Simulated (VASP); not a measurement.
# C in VASP: a series of runs, part 2 of 2

VASP 6.6.1. Earlier steps stand in the parts before.

### Step 6. Single point, PBE+D3(BJ) (atoms displaced along several vibrational modes)

Input file INCAR:

```
SYSTEM = C
ALGO = Normal
EDIFF = 1E-7
ENCUT = 520
GGA = PE
ISIF = 2
ISMEAR = 0
IVDW = 12
LASPH = .True.
LCHARG = .True.
LELF = .True.
LREAL = .False.
LVHAR = .True.
LWAVE = .False.
NBANDS = 16
NELM = 60
PREC = Accurate
SIGMA = 0.15
```

Input file KPOINTS:

```
k-points
0
Gamma
  18 12 10
  0 0 0
```

Input file POSCAR:

```
C
1.0
   -2.4646600698      0.0000000000      0.0000000000
    0.0000000000      0.0000000000     -3.5719696368
    0.0000000000     -4.2689164642      0.0000000000
C
4
Direct
    0.5000000000      0.0000000000      0.1779107377
    0.0000000000      0.0000000000      0.6779107377
    0.0000000000      0.0000000000      0.3220892623
    0.5000000000      0.0000000000      0.8220892623
```

Potentials or basis: VASP PAW PBE potentials, release 64 (C).

Command:

```
> cat potpaw_PBE.64/C/POTCAR > POTCAR
> mpirun -np 1 vasp_std > vasp.out
```

OUTCAR:

```text
SYSTEM = C
   EDIFF = 1E-7
   ENCUT = 520
   GGA = PE
   ISIF = 2
   ISMEAR = 0
   IVDW = 12
   LASPH = .True.
   LREAL = .False.
   NELM = 60
   PREC = Accurate
 IVDW          = 12

 ion  position               nearest neighbor table
   1  0.500  0.000  0.178-   3 1.38   3 1.38   4 1.52
   2  0.000  0.000  0.678-   4 1.38   4 1.38   3 1.52
   3  0.000  0.000  0.322-   1 1.38   1 1.38   2 1.52
   4  0.500  0.000  0.822-   2 1.38   2 1.38   1 1.52

  LATTYP: Found a simple orthorhombic cell.
 ALAT       =     2.4646600698
 B/A-ratio  =     1.4492747623
 C/A-ratio  =     1.7320508075

  Lattice vectors:

 A1 = (  -2.4646600698,   0.0000000000,   0.0000000000)
 A2 = (   0.0000000000,   0.0000000000,  -3.5719696368)
 A3 = (   0.0000000000,  -4.2689164642,   0.0000000000)

Analysis of symmetry for initial positions (statically):
=====================================================================
 Subroutine PRICEL returns following result:

  LATTYP: Found a hexagonal cell.
 ALAT       =     2.4646600698
 C/A-ratio  =     1.4492747623
[... 190 lines left out ...]

 val. band max:        4.0526341522   @ k =   0.3889   0.4167   0.0000
 cond. band min:       4.1961445590   @ k =   0.3889   0.3333   0.0000
 fundamental gap:      0.1435104068
 Fermi energy:         4.1161600129

 k-point     1 :       0.0000    0.0000    0.0000
  band No.  band energies     occupation
      1     -15.4626      2.00000
      2     -10.5149      2.00000
      3      -8.3718      2.00000
      4      -2.9717      2.00000
      5      -2.7379      2.00000
      6      -0.2788      2.00000
[... 433 lines left out ...]
      3      -7.8942      2.00000
      4      -4.6776      2.00000
      5      -2.5420      2.00000
      6      -1.7331      2.00000
[... 8 lines left out ...]
     15      15.8187      0.00000
     16      16.1335      0.00000

 [... further k-points ...]

------------------------ aborting loop because EDIFF is reached ----------------------------------------

 Edisp (eV)   -0.58041

 E8    (eV) :    -0.1631

  FORCE on cell =-STRESS in cart. coord.  units (eV):
  Direction    XX          YY          ZZ          XY          YZ          ZX
  --------------------------------------------------------------------------------------
  -------------------------------------------------------------------------------------
  Total       3.43561    -0.67419    -0.02536     0.00000     0.00000     0.00000
  in kB     146.46458   -28.74137    -1.08105     0.00000     0.00000     0.00000
  external pressure =       38.88 kB  Pullay stress =        0.00 kB

 VOLUME and BASIS-vectors are now :
 -----------------------------------------------------------------------------
  energy-cutoff  :      520.00
  volume of cell :       37.58
      direct lattice vectors                 reciprocal lattice vectors
    -2.464660070  0.000000000  0.000000000    -0.405735465  0.000000000  0.000000000
     0.000000000  0.000000000 -3.571969637     0.000000000  0.000000000 -0.279957587
     0.000000000 -4.268916464  0.000000000     0.000000000 -0.234251480  0.000000000

 POSITION                                       TOTAL-FORCE (eV/Angst)
 -----------------------------------------------------------------------------------
     -1.23233     -0.75949      0.00000         0.000000      4.555642     -0.000000
      0.00000     -2.89394      0.00000         0.000000      4.555642     -0.000000
      0.00000     -1.37497      0.00000         0.000000     -4.555642      0.000000
     -1.23233     -3.50943      0.00000         0.000000     -4.555642      0.000000
 -----------------------------------------------------------------------------------
    total drift:                               -0.000000     -0.000000      0.000000

  FREE ENERGIE OF THE ION-ELECTRON SYSTEM (eV)
  ---------------------------------------------------
  free  energy   TOTEN  =       -36.9778819880 eV

  energy  without entropy=      -36.9769871015  energy(sigma->0) =      -36.97743454
```

It took 5.2 min on 1 thread of Intel Xeon 8259CL, shared host; peak memory 0.29 GiB.

Results:

```yaml
Free_energy: -36.9779 eV
Pressure: 3.9 GPa
Largest_force: 4.556 eV/Å
Band_gap_on_the_k_mesh: zero (bands 8 and 9 overlap by 0.29 eV)
Dispersion_energy_per_atom: -0.145 eV
```

Forces on the atoms (eV/Å):
```
C    0.000  4.556  0.000
C    0.000  4.556  0.000
C    0.000 -4.556  0.000
C    0.000 -4.556  0.000
```

Caveat: the cell differs from its parent crystal (atoms displaced along several vibrational modes); the stress differs along the axes, from -3 to 15 GPa; forces of over 1 eV/Å act on the atoms, so gaps and moduli don't describe the material at rest.

### Step 7. Overview

| cell | gap on the mesh (eV) | pressure (GPa) | largest force (eV/Å) |
| --- | --- | --- | --- |
| as given, atomic positions A | none | 6.0 | 7.35 |
| as given, atomic positions B | none | 5.7 | 8.26 |
| as given, atomic positions C | none | 1.6 | 3.64 |
| as given, atomic positions D | none | 3.1 | 6.22 |
| as given, atomic positions E | none | 3.9 | 4.56 |

Alike in all rows: task single point; level PBE+D3(BJ); potentials or basis VASP PAW PBE potentials, release 64 (C); no spin polarisation; k mesh 18 × 12 × 10; cutoff (eV) 520; smearing gaussian 0.15 eV.

Caveats: forces of over 1 eV/Å act on the atoms, so gaps and moduli don't describe the material at rest; the stress differs along the axes, from -2 to 21 GPa (at least some runs); the stress differs along the axes, from -1 to 18 GPa (at least some runs); the stress differs along the axes, from -2 to 7 GPa (at least some runs); the stress differs along the axes, from -0 to 7 GPa (at least some runs); the stress differs along the axes, from -3 to 15 GPa (at least some runs).

Absolute energies hang on the potentials; compare differences alone.

The gap in the log of VASP goes by the Fermi energy; the results here count the filled bands.